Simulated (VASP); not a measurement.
Cu12O: single point with PBE

Cu12O, a slab with vacuum:

```xyz
13
Lattice="5.1332 0.0000 0.0000 -2.5666 4.4455 0.0000 0.0000 0.0000 19.6236" Properties=species:S:1:pos:R:3 pbc="T T T"
Cu    1.2833    0.7409    4.0000
Cu    0.0000    2.9637    4.0000
Cu    3.8499    0.7409    4.0000
Cu    2.5666    2.9637    4.0000
Cu    0.0000    1.4818    6.0617
Cu   -1.2833    3.7046    6.0617
Cu    2.5666    1.4818    6.0617
Cu    1.2833    3.7046    6.0617
Cu    0.0000    0.0000    8.1236
Cu   -1.2833    2.2228    8.1236
Cu    2.5666    0.0000    8.1236
Cu    1.2833    2.2228    8.1236
O    -0.4278    0.7409    9.6111
```

```yaml
Program: VASP 6.6.1
Task: single point
Functional: PBE
Potentials_or_basis: VASP PAW PBE potentials, release 64 (Cu, O)
Cutoff: 520 eV
k_mesh: 6 × 6 × 1
Occupations: gaussian, width 0.1 eV
Spin: no spin polarisation
Dipole_correction: yes
Further_INCAR_settings: ALGO = Normal; EDIFF = 1e-06; NBANDS = 81
```

* Largest force: 1.931 eV/Å
* Band gap on the k mesh: zero (bands 69 and 70 overlap by 0.30 eV)

Forces on the atoms (eV/Å):
```
Cu   0.008  0.023 -0.075
Cu   0.022 -0.003 -0.103
Cu  -0.006 -0.007 -0.012
Cu  -0.018 -0.010 -0.161
Cu   0.026  0.038 -0.113
Cu  -0.041 -0.048  0.185
Cu  -0.024  0.043  0.042
Cu   0.017 -0.055  0.025
Cu   0.771 -1.235 -0.999
Cu   0.241 -0.301  0.745
Cu   0.125  0.004  0.183
Cu  -0.124 -0.093  0.120
O   -0.997  1.645  0.163
```

Levels at points of the mesh, in eV from the Fermi level:
| k point | band 65 | band 66 | band 67 | band 68 | band 69 | band 70 | band 71 | band 72 | band 73 | band 74 |
| --- | --- | --- | --- | --- | --- | --- | --- | --- | --- | --- |
| (0.00, 0.00, 0.00) | -1.29 | -1.12 | -0.56 | 0.05 | 0.20 | 0.28 | 0.77 | 1.13 | 1.31 | 1.38 |
| (0.50, 0.00, 0.00) | -1.51 | -0.91 | -0.68 | -0.63 | -0.05 | 0.07 | 0.83 | 0.87 | 1.42 | 1.91 |
| (0.00, 0.50, 0.00) | -1.53 | -0.96 | -0.90 | -0.41 | -0.03 | 0.06 | 0.80 | 1.03 | 1.47 | 1.82 |
| (0.50, 0.50, 0.00) | -1.51 | -0.95 | -0.90 | -0.41 | -0.02 | 0.06 | 0.83 | 1.03 | 1.46 | 1.81 |

Run time: 22 min on 1 thread of AMD EPYC 9R45 96-Core Processor (Zen 5), with other jobs on the host, peak memory 0.82 GiB.

With open d or f shells a metallic result of PBE can be an artefact of self-interaction; +U or a hybrid may open a gap.
